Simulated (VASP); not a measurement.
# BAs5 (P6/mmm) in VASP: single point with PBE

Aim: the single point of BAs5 with PBE.

Everything below comes from runs of VASP 6.6.1. Logs are shortened: lines on timing, memory, paths and dates and some standing lists are left out, and cuts for length are marked.

## 1. The cell of the first run

The structure is hexagonal, space group P6/mmm (No. 191). Conventional cell: a = 5.627 Å, b = 5.627 Å, c = 4.623 Å, α = 90.00°, β = 90.00°, γ = 120.00°. Within 4.3 Å of B (site symmetry 6/mmm) lie 18 As at 3.25 to 3.64 Å. As (site symmetry -6m2) has 9 As at 2.83 to 3.25 Å and 3 B at 3.25 Å within 3.7 Å. Within 3.7 Å of As (site symmetry mmm) lie 8 As at 2.81 to 2.83 Å and 4 B at 3.64 Å.

## 2. Single point, PBE

INCAR

```
SYSTEM = BAs5
PREC     = Accurate       ! precision mode
ENCUT    = 520            ! plane-wave cutoff, eV
EDIFF    = 1E-6           ! SCF threshold, eV
ISMEAR   = 0              ! smearing method
SIGMA    = 0.1            ! smearing width, eV
LREAL    = .FALSE.        ! projectors in reciprocal space
LASPH    = .TRUE.         ! aspherical terms in the spheres
NELM     = 100            ! most SCF steps
ALGO     = Normal         ! electronic algorithm
ISIF     = 2              ! what is computed and relaxed
LWAVE    = .FALSE.        ! write WAVECAR
LCHARG   = .FALSE.        ! write CHGCAR
GGA      = PE             ! functional
NBANDS   = 23             ! bands
```

KPOINTS

```
regular mesh
0
G
  6 6 4
  0 0 0
```

POSCAR

```
BAs5
1.0
    5.6273540500      0.0000000000      0.0000000000
   -2.8136770200      4.8734315600      0.0000000000
    0.0000000000      0.0000000000      4.6231462300
B As
1 5
Direct
    0.0000000000      0.0000000000      0.0000000000
    0.3333333300      0.6666666700      0.0000000000
    0.6666666700      0.3333333300      0.0000000000
    0.5000000000      0.0000000000      0.5000000000
    0.5000000000      0.5000000000      0.5000000000
    0.0000000000      0.5000000000      0.5000000000
```

Potentials or basis: VASP PAW PBE potentials, release 64 (B, As).

Started as:

```sh
$ cat potpaw_PBE.64/B/POTCAR potpaw_PBE.64/As/POTCAR > POTCAR
$ mpirun -np 1 vasp_std > vasp.out
```

OUTCAR:

```text
SYSTEM = BAs5
   PREC = Accurate
   ENCUT = 520
   EDIFF = 1E-6
   ISMEAR = 0
   LREAL = .FALSE.
   LASPH = .TRUE.
   NELM = 100
   ISIF = 2
   GGA = PE

 ion  position               nearest neighbor table
   1  0.000  0.000  0.000-
   2  0.333  0.667  0.000-   4 2.83   4 2.83   6 2.83   6 2.83   5 2.83   5 2.83
   3  0.667  0.333  0.000-   4 2.83   4 2.83   6 2.83   6 2.83   5 2.83   5 2.83
   4  0.500  0.000  0.500-   5 2.81   5 2.81   6 2.81   6 2.81   2 2.83   3 2.83   2 2.83   3 2.83

   5  0.500  0.500  0.500-   4 2.81   4 2.81   6 2.81   6 2.81   2 2.83   3 2.83   2 2.83   3 2.83

   6  0.000  0.500  0.500-   4 2.81   4 2.81   5 2.81   5 2.81   2 2.83   3 2.83   2 2.83   3 2.83

  LATTYP: Found a hexagonal cell.
 ALAT       =     5.6273540500
 C/A-ratio  =     0.8215488467

  Lattice vectors:

 A1 = (   5.6273540500,   0.0000000000,   0.0000000000)
 A2 = (  -2.8136770200,   4.8734315600,   0.0000000000)
 A3 = (   0.0000000000,   0.0000000000,   4.6231462300)

Analysis of symmetry for initial positions (statically):
=====================================================================
 Subroutine PRICEL returns:
 Original cell was already a primitive cell.

 Routine SETGRP: Setting up the symmetry group for a
 hexagonal supercell.

 Subroutine GETGRP returns: Found 24 space group operations
 (whereof 24 operations were pure point group operations)
 out of a pool of 24 trial point group operations.

The static configuration has the point symmetry D_6h.

Analysis of symmetry for dynamics (positions and initial velocities):
=====================================================================
 Subroutine PRICEL returns:
 Original cell was already a primitive cell.

 Routine SETGRP: Setting up the symmetry group for a
 hexagonal supercell.

 Subroutine GETGRP returns: Found 24 space group operations
 (whereof 24 operations were pure point group operations)
 out of a pool of 24 trial point group operations.

The dynamic configuration has the point symmetry D_6h.

 Subroutine INISYM returns: Found 24 space group operations
 (whereof 24 operations are pure point group operations),
 and found     1 'primitive' translations

----------------------------------------------------------------------------------------

                                     Primitive cell

  volume of cell :     126.7876

  direct lattice vectors                    reciprocal lattice vectors
     5.627354050  0.000000000  0.000000000     0.177703409  0.102597111  0.000000000
    -2.813677020  4.873431560  0.000000000     0.000000000  0.205194223  0.000000000
     0.000000000  0.000000000  4.623146230     0.000000000  0.000000000  0.216302914

  length of vectors
     5.627354050  5.627354045  4.623146230     0.205194222  0.205194223  0.216302914

  position of ions in fractional coordinates (direct lattice)
     0.000000000  0.000000000  0.000000000
     0.333333330  0.666666670  0.000000000
     0.666666670  0.333333330  0.000000000
     0.500000000  0.000000000  0.500000000
     0.500000000  0.500000000  0.500000000
     0.000000000  0.500000000  0.500000000

  ion indices of the primitive-cell ions
   primitive index   ion index
                 1           1
                 2           2
                 3           3
                 4           4
                 5           5
                 6           6

----------------------------------------------------------------------------------------

 KPOINTS: regular mesh

Automatic generation of k-mesh.
 Grid dimensions read from file:
 generate k-points for:    6    6    4

 Generating k-lattice:

  Cartesian coordinates                     Fractional coordinates (reciprocal lattice)
     0.029617235  0.017099519  0.000000000     0.166666667 -0.000000000  0.000000000
     0.000000000  0.034199037  0.000000000     0.000000000  0.166666667  0.000000000
     0.000000000  0.000000000  0.054075728     0.000000000  0.000000000  0.250000000

  Length of vectors
     0.034199037  0.034199037  0.054075728

  Shift w.r.t. Gamma in fractional coordinates (k-lattice)
     0.000000000  0.000000000  0.000000000

 Subroutine IBZKPT returns following result:
 ===========================================

 Found     21 irreducible k-points:

 Following reciprocal coordinates:
            Coordinates               Weight
  0.000000  0.000000  0.000000      1.000000
  0.166667  0.000000  0.000000      6.000000
  0.333333  0.000000  0.000000      6.000000
  0.500000  0.000000  0.000000      3.000000
  0.166667  0.166667  0.000000      6.000000
  0.333333  0.166667  0.000000     12.000000
[... 13 lines left out ...]
  0.333333  0.166667  0.500000     12.000000
  0.333333  0.333333  0.500000      2.000000
   k-points           NKPTS =     21   k-points in BZ     NKDIM =     21   number of bands    NBANDS=     23
   number of dos      NEDOS =    301   number of ions     NIONS =      6
   total plane-waves  NPLWV =  63504
   dimension x,y,z NGX =    42 NGY =   42 NGZ =   36
   dimension x,y,z NGXF=    84 NGYF=   84 NGZF=   72
   ions per type =               1   5
   NGX,Y,Z   is equivalent  to a cutoff of  12.41, 12.41, 12.95 a.u.
   NGXF,Y,Z  is equivalent  to a cutoff of  24.82, 24.82, 25.89 a.u.
 SYSTEM =  BAs5
   PREC   = accura    normal or accurate (medium, high low for compatibility)
   ISTART =      0    job   : 0-new  1-cont  2-samecut
   ICHARG =      2    charge: 1-file 2-atom 10-const
   ISPIN  =      1    spin polarized calculation?
   LNONCOLLINEAR =      F non collinear calculations
   LSORBIT =      F    spin-orbit coupling
   LASPH  =      T    aspherical Exc in radial PAW
   ENCUT  =  520.0 eV  38.22 Ry    6.18 a.u.  10.46 10.46  8.60*2*pi/ulx,y,z
   NELM   =    100;   NELMIN=  2; NELMDL= -5     # of ELM steps
   EDIFF  = 0.1E-05   stopping-criterion for ELM
   LREAL  =      F    real-space projection
   EDIFFG = 0.1E-04   stopping-criterion for IOM
   NSW    =      0    number of steps for IOM
   IBRION =     -1    ionic relax: 0-MD 1-quasi-New 2-CG
   NFREE  =      0    steps in history (QN), initial steepest desc. (CG)
   ISIF   =      2    stress and relaxation
   ISYM   =      2    0-nonsym 1-usesym 2-fastsym
   POTIM  = 0.5000    time-step for ionic-motion
   TEBEG  =    0.0;   TEEND  =   0.0 temperature during run
   PSTRESS=    0.0 pullay stress
   NELECT =      28.0000    total number of electrons
   NUPDOWN=      -1.0000    fix difference up-down
   EMIN   =  10.00;   EMAX   =-10.00  energy-range for DOS
   EFERMI =   0.00;   METHOD = LEGACY
   ISMEAR =     0;   SIGMA  =   0.10  broadening in eV -4-tet -1-fermi 0-gaus
   EFERMI_NEDOS =   21; number of points for ismear=-14 and -15
   IALGO  =     38    algorithm
   IMIX   =      4    mixing-type and parameters
     AMIX     =   0.40;   BMIX     =  1.00
     AMIX_MAG =   1.60;   BMIX_MAG =  1.00
  volume/ion in A,a.u.               =      21.13       142.60
  Fermi-wavevector in a.u.,A,eV,Ry     =   0.989544  1.869968 13.322798  0.979198
  Thomas-Fermi vector in A             =   2.121151
   LORBIT       =      0    0 simple, 1 ext, 2 COOP (PROOUT), +10 PAW based schemes
   GGA     = PE    functional components
   LHFCALC =     F    Hartree Fock is set to
   AEXX    =    0.0000 exact exchange contribution
   IVDW    =     0    specifies the selected vdW correction
   LEPSILON=     F    determine dielectric tensor
   LRPA    =     F    only Hartree local field effects (RPA)
 non-spin polarized calculation
 Gauss-broadening in eV      SIGMA  =   0.10
  energy-cutoff  :      520.00
  volume of cell :      126.79
 maximum number of plane-waves:      3439
 NGX is ok and might be reduce to    42
   NGX = 21   NGY = 21   NGZ = 17

 number of electron      27.9999998 magnetization

 Free energy of the ion-electron system (eV)
  ---------------------------------------------------
  ext. energy  EPLUGINS =         0.00000000
  ---------------------------------------------------
  free energy    TOTEN  =       -23.19279780 eV

  energy without entropy =      -23.18340646  energy(sigma->0) =      -23.18810213

 E-fermi :   4.5258     XC(G=0):  -9.8048

 val. band max:        4.4470877701   @ k =   0.3333   0.0000   0.5000
 cond. band min:       4.5274237402   @ k =   0.1667   0.1667   0.0000
 fundamental gap:      0.0803359701
 Fermi energy:         4.5258041979

 k-point     1 :       0.0000    0.0000    0.0000
  band No.  band energies     occupation
      1     -10.2301      2.00000
      2      -6.1469      2.00000
      3      -5.2315      2.00000
      4      -5.2315      2.00000
      5      -4.5719      2.00000
      6      -1.6426      2.00000
[... 15 lines left out ...]
     22       9.2065      0.00000
     23      10.3388      0.00000

 k-point     2 :       0.1667    0.0000    0.0000
  band No.  band energies     occupation
      1     -10.1031      2.00000
      2      -6.9184      2.00000
      3      -5.2936      2.00000
      4      -4.5968      2.00000
      5      -4.4878      2.00000
      6      -1.5106      2.00000
[... 15 lines left out ...]
     22       9.2569      0.00000
     23       9.8688      0.00000

 k-point     3 :       0.3333    0.0000    0.0000
  band No.  band energies     occupation
      1      -9.7493      2.00000
      2      -7.9000      2.00000
      3      -5.4083      2.00000
      4      -4.2815      2.00000
      5      -4.1007      2.00000
      6      -1.5796      2.00000
[... 15 lines left out ...]
     22       7.6112      0.00000
     23       9.6867      0.00000
[... 417 lines left out ...]
 k-point    20 :       0.3333    0.1667    0.5000
  band No.  band energies     occupation
      1      -8.2618      2.00000
      2      -7.1888      2.00000
      3      -7.1851      2.00000
      4      -6.4121      2.00000
      5      -5.1046      2.00000
      6      -1.6966      2.00000
[... 15 lines left out ...]
     22       7.6650      0.00000
     23       8.0841      0.00000

 k-point    21 :       0.3333    0.3333    0.5000
  band No.  band energies     occupation
      1      -7.7664      2.00000
      2      -7.7664      2.00000
      3      -6.8193      2.00000
      4      -6.8193      2.00000
      5      -5.1958      2.00000
      6      -1.9629      2.00000
[... 15 lines left out ...]
     22       7.2870      0.00000
     23       7.2870      0.00000

------------------------ aborting loop because EDIFF is reached ----------------------------------------

  FORCE on cell =-STRESS in cart. coord.  units (eV):
  Direction    XX          YY          ZZ          XY          YZ          ZX
  --------------------------------------------------------------------------------------
  -------------------------------------------------------------------------------------
  Total       -2.1664675     -2.1664675      1.6902166     -0.0000000     -0.0000000      0.0000000
  in kB      -27.3770098    -27.3770098     21.3587685     -0.0000000     -0.0000000      0.0000000
  external PRESSURE =     -11.1317503 kB  Pullay stress =       0.0000000 kB

 VOLUME and BASIS-vectors are now :
 -----------------------------------------------------------------------------
  energy-cutoff  :      520.00
  volume of cell :      126.79
      direct lattice vectors                 reciprocal lattice vectors
     5.627354050  0.000000000  0.000000000     0.177703409  0.102597111  0.000000000
    -2.813677020  4.873431560  0.000000000     0.000000000  0.205194223  0.000000000
     0.000000000  0.000000000  4.623146230     0.000000000  0.000000000  0.216302914

 POSITION                                       TOTAL-FORCE (eV/Angst)
 -----------------------------------------------------------------------------------
      0.00000      0.00000      0.00000         0.000000      0.000000     -0.000000
     -0.00000      3.24895      0.00000        -0.000000      0.000000     -0.000000
      2.81368      1.62448      0.00000         0.000000      0.000000      0.000000
      2.81368      0.00000      2.31157         0.000000      0.000000     -0.000000
      1.40684      2.43672      2.31157         0.000000      0.000000     -0.000000
     -1.40684      2.43672      2.31157         0.000000      0.000000     -0.000000
 -----------------------------------------------------------------------------------
    total drift:                                0.000000     -0.000000      0.000000

  FREE ENERGIE OF THE ION-ELECTRON SYSTEM (eV)
  ---------------------------------------------------
  free  energy   TOTEN  =       -23.1927977973 eV

  energy  without entropy=      -23.1834064576  energy(sigma->0) =      -23.18810213
```

Wall time 33 s (1 thread of Intel Xeon Platinum 8488C (Sapphire Rapids), shared host); peak memory 0.25 GiB.

Results:

```
Free energy            : -23.1928 eV
Pressure               : -1.1 GPa
Band gap on the k mesh : zero (band 14 reaches 5.24 eV, above the bottom of band 15 at 3.76 eV)
```

Levels at points of the mesh, in eV from the Fermi level:
```
           k point  band 11  band 12  band 13  band 14  band 15  band 16  band 17  band 18
(0.00, 0.00, 0.00)    -1.87    -1.44    -1.44    -0.76    -0.76     0.32     0.32     1.20
(0.50, 0.00, 0.00)    -2.45    -1.67    -1.19    -0.91    -0.77     0.50     0.68     1.01
(0.00, 0.00, 0.50)    -3.50    -1.86    -1.86    -0.12     0.46     0.66     3.15     3.15
(0.50, 0.00, 0.50)    -1.65    -1.50    -0.67    -0.62     0.68     0.88     1.34     1.67
```
